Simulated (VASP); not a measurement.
# SiNi (Pmmn) in VASP: a series of runs, part 2 of 3

VASP 6.6.1.

**4. Single point, BLYP, collinear spin, ferromagnetic start**

This run uses another cell than the first one, of 11.51 Å³/atom.

INCAR reads:

```
  AGGAC = 1.0
  AGGAX = 1.0
  ALDAC = 0.0
  ALDAX = 1.0
  ALGO = Normal
  EDIFF = 1E-6
  ENCUT = 590
  GGA = B5
  GGA_COMPAT = False
  ISIF = 2
  ISMEAR = -1
  ISPIN = 2
  LASPH = True
  LCHARG = False
  LMAXMIX = 4
  LORBIT = 11
  LREAL = False
  LWAVE = False
  MAGMOM = 1 1 0 0
  NBANDS = 34
  NELM = 200
  PREC = Accurate
  SIGMA = 0.05
```

KPOINTS reads:

```
k-points
0
Gamma
  9 8 6
```

POSCAR reads:

```
SiNi
1.0
    2.9622597754      0.0000000000      0.0000000000
    0.0000000000      3.3020501833      0.0000000000
    0.0000000000      0.0000000000      4.7084241314
Ni Si
2 2
Direct
    0.5000000000      0.5000000000      0.3424955900
    0.0000000000      0.0000000000      0.6575044100
    0.5000000000      0.5000000000      0.8431431600
    0.0000000000      0.0000000000      0.1568568400
```

Potentials or basis: VASP PAW PBE potentials, release 64 (Ni_sv_GW, Si).

Launch:

```bash
> cat potpaw_PBE.64/Ni_sv_GW/POTCAR potpaw_PBE.64/Si/POTCAR > POTCAR
> mpirun -np 1 vasp_std > vasp.out
```

OUTCAR:

```text
EDIFF = 1E-6
   ENCUT = 590
   GGA = B5
   ISIF = 2
   ISMEAR = -1
   ISPIN = 2
   LASPH = True
   LORBIT = 11
   LREAL = False
   NELM = 200
   PREC = Accurate

 ion  position               nearest neighbor table
   1  0.500  0.500  0.342-   3 2.35   3 2.36   4 2.38   4 2.38   4 2.38   4 2.38
   2  0.000  0.000  0.658-   4 2.35   4 2.36   3 2.38   3 2.38   3 2.38   3 2.38
   3  0.500  0.500  0.843-   1 2.35   1 2.36   2 2.38   2 2.38   2 2.38   2 2.38   4 2.66   4 2.66
                             4 2.66   4 2.66
   4  0.000  0.000  0.157-   2 2.35   2 2.36   1 2.38   1 2.38   1 2.38   1 2.38   3 2.66   3 2.66
                             3 2.66   3 2.66

  LATTYP: Found a simple orthorhombic cell.
 ALAT       =     2.9622597754
 B/A-ratio  =     1.1147064855
 C/A-ratio  =     1.5894703667

  Lattice vectors:

 A1 = (   2.9622597754,   0.0000000000,   0.0000000000)
 A2 = (   0.0000000000,   3.3020501833,   0.0000000000)
 A3 = (   0.0000000000,   0.0000000000,   4.7084241314)

Analysis of symmetry for initial positions (statically):
=====================================================================
 Subroutine PRICEL returns:
 Original cell was already a primitive cell.

 Routine SETGRP: Setting up the symmetry group for a
 simple orthorhombic supercell.

 Subroutine GETGRP returns: Found  8 space group operations
 (whereof  4 operations were pure point group operations)
 out of a pool of  8 trial point group operations.

The static configuration has the point symmetry C_2v.
 The point group associated with its full space group is D_2h.

Analysis of symmetry for dynamics (positions and initial velocities):
=====================================================================
 Subroutine PRICEL returns:
 Original cell was already a primitive cell.

 Routine SETGRP: Setting up the symmetry group for a
 simple orthorhombic supercell.

 Subroutine GETGRP returns: Found  8 space group operations
 (whereof  4 operations were pure point group operations)
 out of a pool of  8 trial point group operations.

The dynamic configuration has the point symmetry C_2v.
 The point group associated with its full space group is D_2h.

Analysis of structural, dynamic, and magnetic symmetry:
=====================================================================
 Subroutine PRICEL returns:
 Original cell was already a primitive cell.

 Routine SETGRP: Setting up the symmetry group for a
 simple orthorhombic supercell.

 Subroutine GETGRP returns: Found  8 space group operations
 (whereof  4 operations were pure point group operations)
 out of a pool of  8 trial point group operations.

The overall configuration has the point symmetry C_2v.
 The point group associated with its full space group is D_2h.

 Subroutine INISYM returns: Found  8 space group operations
 (whereof  4 operations are pure point group operations),
 and found     1 'primitive' translations

----------------------------------------------------------------------------------------

                                     Primitive cell

  volume of cell :      46.0556

  direct lattice vectors                    reciprocal lattice vectors
     2.962259775  0.000000000  0.000000000     0.337580116  0.000000000  0.000000000
     0.000000000  3.302050183  0.000000000     0.000000000  0.302842157  0.000000000
     0.000000000  0.000000000  4.708424131     0.000000000  0.000000000  0.212385285

  length of vectors
     2.962259775  3.302050183  4.708424131     0.337580116  0.302842157  0.212385285
[... 91 lines left out ...]
   ISIF   =      2    stress and relaxation
   ISYM   =      2    0-nonsym 1-usesym 2-fastsym
   POTIM  = 0.5000    time-step for ionic-motion
   TEBEG  =    0.0;   TEEND  =   0.0 temperature during run
   PSTRESS=    0.0 pullay stress
   NELECT =      44.0000    total number of electrons
   NUPDOWN=      -1.0000    fix difference up-down
   EMIN   =  10.00;   EMAX   =-10.00  energy-range for DOS
   EFERMI =   0.00;   METHOD = LEGACY
   ISMEAR =    -1;   SIGMA  =   0.05  broadening in eV -4-tet -1-fermi 0-gaus
   EFERMI_NEDOS =   21; number of points for ismear=-14 and -15
   IALGO  =     38    algorithm
   IMIX   =      4    mixing-type and parameters
     AMIX     =   0.40;   BMIX     =  1.00
     AMIX_MAG =   1.60;   BMIX_MAG =  1.00
  volume/ion in A,a.u.               =      11.51        77.70
  Fermi-wavevector in a.u.,A,eV,Ry     =   1.612371  3.046939 35.371605  2.599740
  Thomas-Fermi vector in A             =   2.707612
   LORBIT       =     11    0 simple, 1 ext, 2 COOP (PROOUT), +10 PAW based schemes
   GGA     = B5    functional components
   LHFCALC =     F    Hartree Fock is set to
   AEXX    =    0.0000 exact exchange contribution
   IVDW    =     0    specifies the selected vdW correction
   LEPSILON=     F    determine dielectric tensor
   LRPA    =     F    only Hartree local field effects (RPA)
 spin polarized calculation
  energy-cutoff  :      590.00
  volume of cell :       46.06
 maximum number of plane-waves:      1525
 NGX is ok and might be reduce to    24
   NGX = 11   NGY = 13   NGZ = 19

 number of electron      44.0000002 magnetization      -0.0004753

 number of electron      44.0000002 magnetization       0.0000895

 Free energy of the ion-electron system (eV)
  ---------------------------------------------------
  ext. energy  EPLUGINS =         0.00000000
  ---------------------------------------------------
  free energy    TOTEN  =       -21.30914389 eV

  energy without entropy =      -21.30083330  energy(sigma->0) =      -21.30498860

 E-fermi :  11.2293     XC(G=0): -12.1880

 val. band max:       11.1915622503   @ k =   0.4444   0.3750   0.5000
 cond. band min:      11.2459914973   @ k =   0.1111   0.0000   0.0000
 fundamental gap:      0.0544292471
 Fermi energy:        11.2293221993

 spin component 1

 k-point     1 :       0.0000    0.0000    0.0000
  band No.  band energies     occupation
      1     -92.2780      1.00000
      2     -92.2689      1.00000
      3     -53.0786      1.00000
      4     -53.0516      1.00000
      5     -52.9716      1.00000
      6     -52.9354      1.00000
[... 877 lines left out ...]
     33      28.1926      0.00000
     34      28.3650      0.00000

 [... further k-points ...]

 spin component 2

 k-point     1 :       0.0000    0.0000    0.0000
  band No.  band energies     occupation
      1     -92.2779      1.00000
      2     -92.2688      1.00000
      3     -53.0785      1.00000
      4     -53.0516      1.00000
      5     -52.9715      1.00000
      6     -52.9353      1.00000
[... 877 lines left out ...]
     33      28.1666      0.00000
     34      28.5562      0.00000

 [... further k-points ...]

------------------------ aborting loop because EDIFF is reached ----------------------------------------

  FORCE on cell =-STRESS in cart. coord.  units (eV):
  Direction    XX          YY          ZZ          XY          YZ          ZX
  --------------------------------------------------------------------------------------
  -------------------------------------------------------------------------------------
  Total        3.5101479      3.1008617      1.9847420      0.0000000      0.0000000      0.0000000
  in kB      122.1106686    107.8724625     69.0450048      0.0000000      0.0000000      0.0000000
  external PRESSURE =      99.6760453 kB  Pullay stress =       0.0000000 kB

 VOLUME and BASIS-vectors are now :
 -----------------------------------------------------------------------------
  energy-cutoff  :      590.00
  volume of cell :       46.06
      direct lattice vectors                 reciprocal lattice vectors
     2.962259775  0.000000000  0.000000000     0.337580116  0.000000000  0.000000000
     0.000000000  3.302050183  0.000000000     0.000000000  0.302842157  0.000000000
     0.000000000  0.000000000  4.708424131     0.000000000  0.000000000  0.212385285

 POSITION                                       TOTAL-FORCE (eV/Angst)
 -----------------------------------------------------------------------------------
      1.48113      1.65103      1.61261         0.000000      0.000000     -0.154215
      0.00000      0.00000      3.09581         0.000000      0.000000      0.154215
      1.48113      1.65103      3.96988         0.000000      0.000000     -0.175491
      0.00000      0.00000      0.73855         0.000000      0.000000      0.175491
 -----------------------------------------------------------------------------------
    total drift:                                0.000000      0.000000     -0.000000

  FREE ENERGIE OF THE ION-ELECTRON SYSTEM (eV)
  ---------------------------------------------------
  free  energy   TOTEN  =       -21.3091438934 eV

  energy  without entropy=      -21.3008332967  energy(sigma->0) =      -21.30498860

 total charge

# of ion       s       p       d       f       tot
--------------------------------------------------
    1        2.229   6.361   7.938   0.004  16.532
    2        2.229   6.361   7.938   0.004  16.532
    3        0.760   0.869   0.000   0.000   1.628
    4        0.760   0.869   0.000   0.000   1.628
--------------------------------------------------
tot          5.977  14.460  15.875   0.007  36.320

 magnetization (x)

# of ion       s       p       d       f       tot
--------------------------------------------------
    1        0.000   0.000   0.000   0.000   0.000
    2        0.000   0.000   0.000   0.000   0.000
    3        0.000   0.000   0.000   0.000   0.000
    4        0.000   0.000   0.000   0.000   0.000
--------------------------------------------------
tot          0.000   0.000   0.000   0.000   0.000
```

It took 2.9 min on 1 thread of Intel Xeon 6975P-C (Granite Rapids), shared host; peak memory 0.41 GiB.

What came out:

- Free energy: -21.3091 eV
- Pressure: 10.0 GPa
- Largest force: 0.175 eV/Å
- Band gap on the k mesh: zero (filled and empty bands overlap)
- Net moment: 0.00 μB per cell
- Valence electrons inside the program's atomic spheres: Ni 16.53; Si 1.63

Forces on the atoms (eV/Å):
```
Ni   0.000  0.000 -0.154
Ni   0.000  0.000  0.154
Si   0.000  0.000 -0.175
Si   0.000  0.000  0.175
```

Stress tensor (GPa, compression positive):
```
12.21  0.00  0.00
 0.00 10.79  0.00
 0.00  0.00  6.90
```

Levels at points of the mesh, in eV from the Fermi level:
Spin up:
```csv
k point,band 18,band 19,band 20,band 21,band 22,band 23,band 24,band 25,band 26,band 27
"(0.00, 0.00, 0.00)",-2.69,-2.33,-2.02,-2.00,-1.34,1.18,2.64,5.00,5.65,7.00
"(0.00, 0.50, 0.00)",-2.75,-2.26,-2.26,-2.22,-2.22,1.10,1.10,4.86,4.86,7.88
"(0.00, 0.00, 0.50)",-2.78,-2.69,-2.07,1.05,1.59,2.00,2.40,2.79,3.53,4.41
"(0.00, 0.50, 0.50)",-2.54,-2.08,-2.08,-2.04,-2.04,5.18,5.18,5.25,5.25,7.15
```
Spin down:
| k point | band 18 | band 19 | band 20 | band 21 | band 22 | band 23 | band 24 | band 25 | band 26 | band 27 |
| --- | --- | --- | --- | --- | --- | --- | --- | --- | --- | --- |
| (0.00, 0.00, 0.00) | -2.69 | -2.33 | -2.02 | -2.00 | -1.34 | 1.18 | 2.64 | 5.00 | 5.65 | 7.00 |
| (0.00, 0.50, 0.00) | -2.75 | -2.26 | -2.26 | -2.22 | -2.22 | 1.10 | 1.10 | 4.86 | 4.86 | 7.88 |
| (0.00, 0.00, 0.50) | -2.78 | -2.69 | -2.07 | 1.05 | 1.59 | 2.00 | 2.40 | 2.79 | 3.53 | 4.41 |
| (0.00, 0.50, 0.50) | -2.54 | -2.08 | -2.08 | -2.04 | -2.04 | 5.18 | 5.18 | 5.25 | 5.25 | 7.15 |

Caveat: the cell stands under pressure; the PAW data sets were made with another functional, which shifts forces and pressure a little.

**5. Single point, PBE, collinear spin, ferromagnetic start**

This run uses another cell than the first one, of 11.29 Å³/atom.

INCAR reads:

```
PREC     = Accurate       # precision mode
ENCUT    = 590            # plane-wave cutoff, eV
EDIFF    = 1E-6           # SCF threshold, eV
ISMEAR   = -1             # smearing method
SIGMA    = 0.05           # smearing width, eV
LREAL    = F              # projectors in reciprocal space
LASPH    = T              # aspherical terms in the spheres
NELM     = 200            # most SCF steps
ALGO     = Normal         # electronic algorithm
ISIF     = 2              # what is computed and relaxed
LWAVE    = F              # write WAVECAR
LCHARG   = F              # write CHGCAR
ISPIN    = 2              # spin polarisation
MAGMOM   = 1.5 1.5 0 0    # initial moments
LORBIT   = 11             # projections on sites
NUPDOWN  = 3.0            # fixed moment
LMAXMIX  = 4              # l up to which the mixer works
GGA      = PE             # functional
NBANDS   = 34             # bands
GGA_COMPAT= F
```

KPOINTS reads:

```
Automatic mesh
0
Gamma
  8 7 5
```

POSCAR reads:

```
SiNi
1.0
    2.9427706600      0.0000000000      0.0000000000
    0.0000000000      3.2803255400      0.0000000000
    0.0000000000      0.0000000000      4.6774467600
Ni Si
2 2
Direct
    0.5000000000      0.5000000000      0.3424955900
    0.0000000000      0.0000000000      0.6575044100
    0.5000000000      0.5000000000      0.8431431600
    0.0000000000      0.0000000000      0.1568568400
```

Potentials or basis: VASP PAW PBE potentials, release 64 (Ni_sv_GW, Si).

Launch:

```bash
> cat potpaw_PBE.64/Ni_sv_GW/POTCAR potpaw_PBE.64/Si/POTCAR > POTCAR
> mpirun -np 1 vasp_std > vasp.out
```

OUTCAR:

```text
PREC = Accurate
   ENCUT = 590
   EDIFF = 1E-6
   ISMEAR = -1
   LREAL = F
   LASPH = T
   NELM = 200
   ISIF = 2
   ISPIN = 2
   LORBIT = 11
   NUPDOWN = 3.0
   GGA = PE

 ion  position               nearest neighbor table
   1  0.500  0.500  0.342-   3 2.34   3 2.34   4 2.37   4 2.37   4 2.37   4 2.37   2 2.65   2 2.65
                             2 2.65   2 2.65
   2  0.000  0.000  0.658-   4 2.34   4 2.34   3 2.37   3 2.37   3 2.37   3 2.37   1 2.65   1 2.65
                             1 2.65   1 2.65
   3  0.500  0.500  0.843-   1 2.34   1 2.34   2 2.37   2 2.37   2 2.37   2 2.37   4 2.65   4 2.65
                             4 2.65   4 2.65
   4  0.000  0.000  0.157-   2 2.34   2 2.34   1 2.37   1 2.37   1 2.37   1 2.37   3 2.65   3 2.65
                             3 2.65   3 2.65

  LATTYP: Found a simple orthorhombic cell.
 ALAT       =     2.9427706600
 B/A-ratio  =     1.1147064855
 C/A-ratio  =     1.5894703667

  Lattice vectors:
[... 1992 lines left out ...]

  FORCE on cell =-STRESS in cart. coord.  units (eV):
  Direction    XX          YY          ZZ          XY          YZ          ZX
  --------------------------------------------------------------------------------------
  -------------------------------------------------------------------------------------
  Total        3.6935050      5.9431479      6.4072354      0.0000000      0.0000000      0.0000000
  in kB      131.0590617    210.8846189    227.3521406      0.0000000      0.0000000      0.0000000
  external PRESSURE =     189.7652737 kB  Pullay stress =       0.0000000 kB

 VOLUME and BASIS-vectors are now :
 -----------------------------------------------------------------------------
  energy-cutoff  :      590.00
  volume of cell :       45.15
      direct lattice vectors                 reciprocal lattice vectors
     2.942770660  0.000000000  0.000000000     0.339815812  0.000000000  0.000000000
     0.000000000  3.280325540  0.000000000     0.000000000  0.304847793  0.000000000
     0.000000000  0.000000000  4.677446760     0.000000000  0.000000000  0.213791851

 POSITION                                       TOTAL-FORCE (eV/Angst)
 -----------------------------------------------------------------------------------
      1.47139      1.64016      1.60200         0.000000      0.000000      0.196484
      0.00000      0.00000      3.07544         0.000000      0.000000     -0.196484
      1.47139      1.64016      3.94376         0.000000      0.000000      0.847259
      0.00000      0.00000      0.73369         0.000000      0.000000     -0.847259
 -----------------------------------------------------------------------------------
    total drift:                                0.000000      0.000000     -0.000000

  FREE ENERGIE OF THE ION-ELECTRON SYSTEM (eV)
  ---------------------------------------------------
  free  energy   TOTEN  =       -22.6929791601 eV

  energy  without entropy=      -22.6700881756  energy(sigma->0) =      -22.68153367

 total charge

# of ion       s       p       d       f       tot
--------------------------------------------------
    1        2.247   6.381   7.836   0.004  16.468
    2        2.247   6.381   7.836   0.004  16.468
    3        0.765   0.886   0.000   0.000   1.651
    4        0.765   0.886   0.000   0.000   1.651
--------------------------------------------------
tot          6.024  14.534  15.672   0.009  36.238

 magnetization (x)

# of ion       s       p       d       f       tot
--------------------------------------------------
    1        0.027   0.066   0.866   0.001   0.960
    2        0.027   0.066   0.866   0.001   0.960
    3        0.073   0.149   0.000   0.000   0.222
    4        0.073   0.149   0.000   0.000   0.222
--------------------------------------------------
tot          0.200   0.431   1.732   0.002   2.364
```

OSZICAR:

```text
N       E                     dE             d eps       ncg     rms          rms(c)
DAV:   1     0.624732884188E+03    0.62473E+03   -0.26115E+04 13816   0.408E+03
DAV:   2     0.237472613480E+02   -0.60099E+03   -0.56949E+03 13922   0.119E+03
DAV:   3    -0.344242339341E+02   -0.58171E+02   -0.56671E+02 16050   0.429E+02
DAV:   4    -0.367399403069E+02   -0.23157E+01   -0.22828E+01 15312   0.989E+01
DAV:   5    -0.368175825953E+02   -0.77642E-01   -0.77228E-01 15272   0.109E+01    0.361E+01
DAV:   6    -0.576083051248E+02   -0.20791E+02   -0.22278E+02 13840   0.909E+02    0.476E+01
DAV:   7    -0.229444615805E+02    0.34664E+02   -0.10042E+02 13008   0.534E+02    0.970E+00
DAV:   8    -0.227026000915E+02    0.24186E+00   -0.63258E+00 16112   0.816E+01    0.333E+00
DAV:   9    -0.226962897415E+02    0.63103E-02   -0.21950E-01 15352   0.128E+01    0.127E+00
DAV:  10    -0.226934035272E+02    0.28862E-02   -0.21346E-02 15608   0.717E+00    0.743E-01
DAV:  11    -0.226934157896E+02   -0.12262E-04   -0.22420E-03 14400   0.836E-01    0.374E-01
DAV:  12    -0.226929559399E+02    0.45985E-03   -0.13995E-03 15856   0.209E+00    0.159E-01
DAV:  13    -0.226929756482E+02   -0.19708E-04   -0.13034E-04 15952   0.362E-01    0.612E-02
DAV:  14    -0.226929781622E+02   -0.25141E-05   -0.32293E-05 11896   0.237E-01    0.193E-02
DAV:  15    -0.226929795730E+02   -0.14108E-05   -0.43897E-06  7272   0.103E-01    0.105E-02
DAV:  16    -0.226929791601E+02    0.41297E-06   -0.17607E-06  5888   0.680E-02
   1 F= -.22692979E+02 E0= -.22681534E+02  d E =-.228910E-01  mag=     3.0000
```

stdout:

```text
POSCAR found type information on POSCAR NiSi
 POSCAR found :  2 types and       4 ions
 scaLAPACK will be used
 LDA part: xc-table for (Slater+PW92), standard interpolation
 POSCAR, INCAR and KPOINTS ok, starting setup
 FFT: planning ... GRIDC
 FFT: planning ... GRID_SOFT
 FFT: planning ... GRID
 WAVECAR not read
 entering main loop
```

It took 1.7 min on 1 thread of Intel Xeon 6975P-C (Granite Rapids), shared host; peak memory 0.31 GiB.

Results:

```yaml
Free_energy: -22.6930 eV
Pressure: 19.0 GPa
Largest_force: 0.847 eV/Å
Net_moment: 3.00 μB per cell
Site_moments: Ni +0.96; Si +0.22 μB
Valence_electrons_inside_the_program's_atomic_spheres: Ni 16.47; Si 1.65
```

Forces in eV/Å, atoms in the order of the input:
```
Ni   0.000  0.000  0.196
Ni   0.000  0.000 -0.196
Si   0.000  0.000  0.847
Si   0.000  0.000 -0.847
```

Caveat: the cell stands under pressure; the total moment is fixed, so each spin has its own Fermi level.

[end of part 2 of 3]
